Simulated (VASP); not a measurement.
# BN (I-4m2) in VASP: a series of runs

The runs below take BN through electric field gradients, with LDA.

Everything below comes from runs of VASP 6.6.1. Logs are shortened: lines on timing, memory, paths and dates and some standing lists are left out, and cuts for length are marked.

## Step 1: The cell of the first run

Symmetry: I-4m2, No. 119, tetragonal system. The conventional cell has a = 2.505 Å, b = 2.505 Å, c = 3.615 Å, α = 90.00°, β = 90.00°, γ = 90.00°. Within 2.1 Å of B (site symmetry -4m2) lie 4 N at 1.54 Å. Within 2.1 Å of N (site symmetry -4m2) lie 4 B at 1.54 Å.

## Step 2: Electric field gradients, LDA (equal xx and yy strain of -2 %)

File INCAR:

```
PREC = Accurate ; ENCUT = 520
EDIFF = 1E-8 ; ISMEAR = -1
SIGMA = 0.02 ; LREAL = False
LASPH = True ; NELM = 60
ALGO = Normal ; ISIF = 2
LWAVE = False ; LCHARG = False
LEFG = True ; NBANDS = 11
```

File KPOINTS:

```
regular mesh
0
Gamma
  11 11 11
```

File POSCAR:

```
BN
1.0
    0.0000000000      1.7713500000      1.8075000000
    1.7713500000      0.0000000000      1.8075000000
    1.7713500000      1.7713500000      0.0000000000
B N
1 1
Direct
    0.0000000000      0.0000000000      0.0000000000
    0.7500000000      0.7500000000      0.7500000000
```

Potentials or basis: VASP PAW LDA potentials, release 64 (B, N).

On the command line:

```console
$ cat potpaw_LDA.64/B/POTCAR potpaw_LDA.64/N/POTCAR > POTCAR
$ mpirun -np 1 vasp_std > vasp.out
```

OUTCAR:

```text
PREC = Accurate
   ENCUT = 520
   EDIFF = 1E-8
   ISMEAR = -1
   LREAL = False
   LASPH = True
   NELM = 60
   ISIF = 2

 ion  position               nearest neighbor table
   1  0.000  0.000  0.000-   2 1.54   2 1.54   2 1.54   2 1.54
   2  0.750  0.750  0.750-   1 1.54   1 1.54   1 1.54   1 1.54

  LATTYP: Found a body centered tetragonal cell.
 ALAT       =     2.5050671937
 C/A-ratio  =     1.4430750636

  Lattice vectors:

 A1 = (  -1.7713500000,   0.0000000000,   1.8075000000)
 A2 = (   1.7713500000,   0.0000000000,   1.8075000000)
 A3 = (   0.0000000000,   1.7713500000,  -1.8075000000)

Analysis of symmetry for initial positions (statically):
=====================================================================
 Subroutine PRICEL returns:
 Original cell was already a primitive cell.

 Routine SETGRP: Setting up the symmetry group for a
 body centered tetragonal supercell.

 Subroutine GETGRP returns: Found  8 space group operations
 (whereof  8 operations were pure point group operations)
 out of a pool of 16 trial point group operations.

The static configuration has the point symmetry D_2d.

Analysis of symmetry for dynamics (positions and initial velocities):
=====================================================================
 Subroutine PRICEL returns:
 Original cell was already a primitive cell.

 Routine SETGRP: Setting up the symmetry group for a
 body centered tetragonal supercell.

 Subroutine GETGRP returns: Found  8 space group operations
 (whereof  8 operations were pure point group operations)
 out of a pool of 16 trial point group operations.

The dynamic configuration has the point symmetry D_2d.

 Subroutine INISYM returns: Found  8 space group operations
 (whereof  8 operations are pure point group operations),
 and found     1 'primitive' translations

----------------------------------------------------------------------------------------

                                     Primitive cell

  volume of cell :      11.3427

  direct lattice vectors                    reciprocal lattice vectors
     0.000000000  1.771350000  1.807500000    -0.282270585  0.282270585  0.276625173
     1.771350000  0.000000000  1.807500000     0.282270585 -0.282270585  0.276625173
     1.771350000  1.771350000  0.000000000     0.282270585  0.282270585 -0.276625173

  length of vectors
     2.530758201  2.530758201  2.505067194     0.485669489  0.485669489  0.485669489

  position of ions in fractional coordinates (direct lattice)
     0.000000000  0.000000000  0.000000000
     0.750000000  0.750000000  0.750000000

  ion indices of the primitive-cell ions
   primitive index   ion index
                 1           1
                 2           2

----------------------------------------------------------------------------------------

 KPOINTS: regular mesh

Automatic generation of k-mesh.
 Grid dimensions read from file:
 generate k-points for:   11   11   11

 Generating k-lattice:

  Cartesian coordinates                     Fractional coordinates (reciprocal lattice)
    -0.025660962  0.025660962  0.025147743     0.090909091  0.000000000  0.000000000
     0.025660962 -0.025660962  0.025147743     0.000000000  0.090909091  0.000000000
     0.025660962  0.025660962 -0.025147743     0.000000000  0.000000000  0.090909091

  Length of vectors
     0.044151772  0.044151772  0.044151772

  Shift w.r.t. Gamma in fractional coordinates (k-lattice)
     0.000000000  0.000000000  0.000000000

 Subroutine IBZKPT returns following result:
 ===========================================

 Found    126 irreducible k-points:

 Following reciprocal coordinates:
            Coordinates               Weight
  0.000000  0.000000  0.000000      1.000000
  0.090909  0.000000  0.000000      8.000000
  0.181818 -0.000000  0.000000      8.000000
  0.272727 -0.000000  0.000000      8.000000
  0.363636  0.000000  0.000000      8.000000
  0.454545  0.000000  0.000000      8.000000
[... 16 lines left out ...]
 -0.272727  0.181818  0.000000      8.000000
 -0.181818  0.181818  0.000000      4.000000
 [... further k-points ...]
   k-points           NKPTS =    126   k-points in BZ     NKDIM =    126   number of bands    NBANDS=     11
   number of dos      NEDOS =    301   number of ions     NIONS =      2
   total plane-waves  NPLWV =   8000
   dimension x,y,z NGX =    20 NGY =   20 NGZ =   20
   dimension x,y,z NGXF=    40 NGYF=   40 NGZF=   40
   ions per type =               1   1
   NGX,Y,Z   is equivalent  to a cutoff of  13.14, 13.14, 13.27 a.u.
   NGXF,Y,Z  is equivalent  to a cutoff of  26.28, 26.28, 26.55 a.u.
 SYSTEM =  unknown system
   PREC   = accura    normal or accurate (medium, high low for compatibility)
   ISTART =      0    job   : 0-new  1-cont  2-samecut
   ICHARG =      2    charge: 1-file 2-atom 10-const
   ISPIN  =      1    spin polarized calculation?
   LNONCOLLINEAR =      F non collinear calculations
   LSORBIT =      F    spin-orbit coupling
   LASPH  =      T    aspherical Exc in radial PAW
   ENCUT  =  520.0 eV  38.22 Ry    6.18 a.u.   4.71  4.71  4.66*2*pi/ulx,y,z
   NELM   =     60;   NELMIN=  2; NELMDL= -5     # of ELM steps
   EDIFF  = 0.1E-07   stopping-criterion for ELM
   LREAL  =      F    real-space projection
   EDIFFG = 0.1E-06   stopping-criterion for IOM
   NSW    =      0    number of steps for IOM
   IBRION =     -1    ionic relax: 0-MD 1-quasi-New 2-CG
   NFREE  =      0    steps in history (QN), initial steepest desc. (CG)
   ISIF   =      2    stress and relaxation
   ISYM   =      2    0-nonsym 1-usesym 2-fastsym
   POTIM  = 0.5000    time-step for ionic-motion
   TEBEG  =    0.0;   TEEND  =   0.0 temperature during run
   PSTRESS=    0.0 pullay stress
   NELECT =       8.0000    total number of electrons
   NUPDOWN=      -1.0000    fix difference up-down
   EMIN   =  10.00;   EMAX   =-10.00  energy-range for DOS
   EFERMI =   0.00;   METHOD = LEGACY
   ISMEAR =    -1;   SIGMA  =   0.02  broadening in eV -4-tet -1-fermi 0-gaus
   EFERMI_NEDOS =   21; number of points for ismear=-14 and -15
   IALGO  =     38    algorithm
   IMIX   =      4    mixing-type and parameters
     AMIX     =   0.40;   BMIX     =  1.00
     AMIX_MAG =   1.60;   BMIX_MAG =  1.00
  volume/ion in A,a.u.               =       5.67        38.27
  Fermi-wavevector in a.u.,A,eV,Ry     =   1.457245  2.753793 28.892815  2.123562
  Thomas-Fermi vector in A             =   2.574069
   LORBIT       =      0    0 simple, 1 ext, 2 COOP (PROOUT), +10 PAW based schemes
   GGA     = CA    functional components
   LHFCALC =     F    Hartree Fock is set to
   AEXX    =    0.0000 exact exchange contribution
   IVDW    =     0    specifies the selected vdW correction
   LEPSILON=     F    determine dielectric tensor
   LRPA    =     F    only Hartree local field effects (RPA)
 non-spin polarized calculation
  energy-cutoff  :      520.00
  volume of cell :       11.34
 maximum number of plane-waves:       315
   NGX =  9   NGY =  9   NGZ =  9

 number of electron       7.9999999 magnetization

 Free energy of the ion-electron system (eV)
  ---------------------------------------------------
  ext. energy  EPLUGINS =         0.00000000
  ---------------------------------------------------
  free energy    TOTEN  =       -19.40450114 eV

  energy without entropy =      -19.40450114  energy(sigma->0) =      -19.40450114

 E-fermi :   8.3753     XC(G=0): -13.3004

 val. band max:        7.9752182339   @ k =   0.0000   0.0000   0.0000
 cond. band min:      12.2866000481   @ k =   0.4545   0.0000   0.4545
 fundamental gap:      4.3113818142
 Fermi energy:         8.3752566254

 k-point     1 :       0.0000    0.0000    0.0000
  band No.  band energies     occupation
      1     -12.6305      2.00000
      2       7.7616      2.00000
      3       7.9752      2.00000
      4       7.9752      2.00000
      5      16.7332      0.00000
      6      16.7332      0.00000
      7      16.8777      0.00000
      8      19.0049      0.00000
      9      33.1667      0.00000
     10      35.5922      0.00000
     11      35.8280      0.00000

 k-point     2 :       0.0909    0.0000    0.0000
  band No.  band energies     occupation
      1     -12.4222      2.00000
      2       6.8037      2.00000
      3       7.6088      2.00000
      4       7.7605      2.00000
      5      17.0138      0.00000
      6      17.0748      0.00000
      7      17.2521      0.00000
      8      19.6019      0.00000
      9      32.6898      0.00000
     10      33.2214      0.00000
     11      33.9722      0.00000
[... 295 lines left out ...]
 k-point    24 :      -0.1818    0.1818    0.0000
  band No.  band energies     occupation
      1     -10.4573      2.00000
      2       2.1596      2.00000
      3       3.8836      2.00000
      4       6.9635      2.00000
      5      18.6016      0.00000
      6      18.9315      0.00000
      7      19.1614      0.00000
      8      21.7851      0.00000
      9      29.5352      0.00000
     10      30.5715      0.00000
     11      35.5468      0.00000

 [... further k-points ...]
[... 5 lines left out ...]
  --------------------------------------------------------------------------------------
  -------------------------------------------------------------------------------------
  Total        0.7259076      0.7259076     -0.2141147      0.0000000      0.0000000     -0.0000000
  in kB      102.5356391    102.5356391    -30.2440506      0.0000000      0.0000000     -0.0000000
  external PRESSURE =      58.2757425 kB  Pullay stress =       0.0000000 kB

 VOLUME and BASIS-vectors are now :
 -----------------------------------------------------------------------------
  energy-cutoff  :      520.00
  volume of cell :       11.34
      direct lattice vectors                 reciprocal lattice vectors
     0.000000000  1.771350000  1.807500000    -0.282270585  0.282270585  0.276625173
     1.771350000  0.000000000  1.807500000     0.282270585 -0.282270585  0.276625173
     1.771350000  1.771350000  0.000000000     0.282270585  0.282270585 -0.276625173

 POSITION                                       TOTAL-FORCE (eV/Angst)
 -----------------------------------------------------------------------------------
      0.00000      0.00000      0.00000        -0.000000     -0.000000      0.000000
      2.65702      2.65702      2.71125         0.000000      0.000000     -0.000000
 -----------------------------------------------------------------------------------
    total drift:                               -0.000001     -0.000001      0.000001

  FREE ENERGIE OF THE ION-ELECTRON SYSTEM (eV)
  ---------------------------------------------------
  free  energy   TOTEN  =       -19.4045011426 eV

  energy  without entropy=      -19.4045011426  energy(sigma->0) =      -19.40450114

 Electric field gradients (V/A^2)
---------------------------------------------------------------------
 ion       V_xx      V_yy      V_zz      V_xy      V_xz      V_yz
---------------------------------------------------------------------
   1       0.350     0.350    -0.699     0.000     0.000     0.000
   2      -1.676    -1.676     3.352    -0.000    -0.000    -0.000
---------------------------------------------------------------------

 Electric field gradients after diagonalization (V/A^2)
 (convention: |V_zz| > |V_xx| > |V_yy|)
----------------------------------------------------------------------
 ion       V_xx      V_yy      V_zz     asymmetry (V_yy - V_xx)/ V_zz
----------------------------------------------------------------------
   1       0.350     0.350    -0.699       0.000
   2      -1.676    -1.676     3.352       0.000
----------------------------------------------------------------------

           NMR quadrupolar parameters

 Cq : quadrupolar parameter    Cq=e*Q*V_zz/h
 eta: asymmetry parameters     (V_yy - V_xx)/ V_zz
 Q  : nuclear electric quadrupole moment in mb (millibarn)
----------------------------------------------------------------------
 ion       Cq(MHz)       eta       Q (mb)
----------------------------------------------------------------------
   1      -0.002       0.000       1.000
   2       0.008       0.000       1.000
----------------------------------------------------------------------
```

It took 16 s on 1 thread of Intel Xeon Platinum 8488C (Sapphire Rapids), shared host; peak memory 0.12 GiB.

What came out:

```yaml
Free_energy: -19.4045 eV
Pressure: 5.8 GPa
Band_gap_on_the_k_mesh: 4.31 eV, indirect (least direct gap 8.76 eV)
```

Stress tensor (GPa, compression positive):
```
10.25  0.00  0.00
 0.00 10.25  0.00
 0.00  0.00 -3.02
```

Electric field gradients, principal values (V/Å²):
```csv
atom,least,middle,greatest (by size)
1 B,0.350,0.350,-0.699
2 N,-1.676,-1.676,3.352
```

Caveat: the cell differs from its parent crystal (equal xx and yy strain of -2 %); without QUAD_EFG the Cq values of the log hold for a quadrupole moment of 1 mb, not for the nuclei.

(Continued in part 2 of 2.)
